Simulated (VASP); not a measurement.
A run of VASP 6.6.1:

Contents of INCAR:

```
ALGO = Normal
EDIFF = 1E-6
ENCUT = 600
GGA = PE
GGA_COMPAT = False
ISIF = 2
ISMEAR = -5
LASPH = True
LCHARG = True
LELF = True
LREAL = False
LVHAR = True
LWAVE = False
NBANDS = 15
NELECT = 15.5
NELM = 120
PREC = Accurate
SIGMA = 0.1
```

The input KPOINTS:

```
k-points
0
Gamma
  2 2 2
```

POSCAR

```
KF
1.0
    3.2589550000      0.0000000000      0.0000000000
    0.0000000000      3.2589550000      0.0000000000
    0.0000000000      0.0000000000      3.2589550000
K F
1 1
Direct
    0.0000000000      0.0000000000      0.0000000000
    0.5000000000      0.5000000000      0.5000000000
```

Potentials or basis: VASP PAW PBE potentials, release 64 (K_sv, F).

Launch:

```bash
$ cat potpaw_PBE.64/K_sv/POTCAR potpaw_PBE.64/F/POTCAR > POTCAR
$ mpirun -np 1 vasp_std > vasp.out
```

Hardware: 1 thread of Intel Xeon 8259CL, with other jobs on the host.

Q: Estimate the wall time of this run.

A: Wall time 8.5 s on 1 thread of Intel Xeon 8259CL, with other jobs on the host, peak memory 0.15 GiB. Counts: scf iterations 13, k points 4.
